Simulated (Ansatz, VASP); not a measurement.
## One calculation of SiC, two programs

File INCAR:

```
PREC = Accurate ; ENCUT = 520
EDIFF = 1E-6 ; ISMEAR = 0
SIGMA = 0.05 ; LREAL = F
LASPH = T ; NELM = 100
ALGO = Normal ; ISIF = 2
LWAVE = F ; LCHARG = F
GGA = PE ; NBANDS = 26
```

The input KPOINTS:

```
regular mesh
0
Gamma
  12 12 4
```

POSCAR

```
SiC
1.0
    2.9384316691      0.1050222245      0.1575956330
   -1.3782639202      2.6101349792      0.0300185680
    0.5160103149      0.4114128617     10.0600358906
Si C
4 4
Direct
    0.6399856166      0.3217570048      0.9329125557
    0.3045432715      0.6214436291      0.4077016435
    0.0649139748      0.0270178209      0.7077589469
   -0.0385829251     -0.0337259899      0.1991138666
    0.6392818830      0.3318543745      0.7485416868
    0.3682504028      0.6969331792      0.2523922892
    0.0276910102      0.0249711818      0.5022279505
   -0.0060832339      0.0097487996      0.0013490608
```

Input for Ansatz:

```yaml
crystal:
  lattice:
    - [2.9384316691, 0.1050222245, 0.157595633]
    - [-1.3782639202, 2.6101349792, 0.030018568]
    - [0.5160103149, 0.4114128617, 10.0600358906]
  atoms:
    - { symbol: Si, position: [0.6399856166, 0.3217570048, 0.9329125557] }
    - { symbol: Si, position: [0.3045432715, 0.6214436291, 0.4077016435] }
    - { symbol: Si, position: [0.0649139748, 0.0270178209, 0.7077589469] }
    - { symbol: Si, position: [-0.0385829251, -0.0337259899, 0.1991138666] }
    - { symbol: C, position: [0.639281883, 0.3318543745, 0.7485416868] }
    - { symbol: C, position: [0.3682504028, 0.6969331792, 0.2523922892] }
    - { symbol: C, position: [0.0276910102, 0.0249711818, 0.5022279505] }
    - { symbol: C, position: [-0.0060832339, 0.0097487996, 0.0013490608] }
basis:
  ecutwfc: 420
kpoints:
  mp_grid: { grid: [12, 12, 4] }
hamiltonian:
  xc: pbe
scf:
  occupations: { method: gaussian, width: 0.05 }
output:
  forces: true
  stress: true
  eigenvalues: true
```

Change from the starting cell: all atoms moved at random (sigma 0.1 Å a component), cell strained at random (sigma 0.05).

Alike in both runs: task single point; functional PBE; k mesh 12 × 12 × 4; occupations gaussian, width 0.05 eV; no spin polarisation.

```csv
,VASP,Ansatz
version,VASP 6.6.1,Ansatz 0.2.0
potentials or method,"VASP PAW PBE potentials, release 64 (Si, C), cutoff 520 eV","scalar-relativistic, plane waves, PAW"
valence electrons in the cell,32,32
```

VASP gave:

| Item | Value |
| --- | --- |
| gap on the k mesh at the Fermi level (eV) | none |
| pressure (GPa) | 33.5 |
| traceless stress, the component that is largest in VASP (GPa) | -18.32 |
| rms of the force components (eV/Å) | 4.817 |

What did Ansatz give for the same quantities?

gap on the k mesh at the Fermi level (eV): none; pressure (GPa): 33.7; traceless stress, the component that is largest in VASP (GPa): -18.30; rms of the force components (eV/Å): 4.833.

Atom by atom the forces differ by 0.021 eV/Å (rms over components). A gap of «none» marks a metal or a gap that the smearing closes. Both programs put the cell under a high pressure, so it lies far from rest at this level.
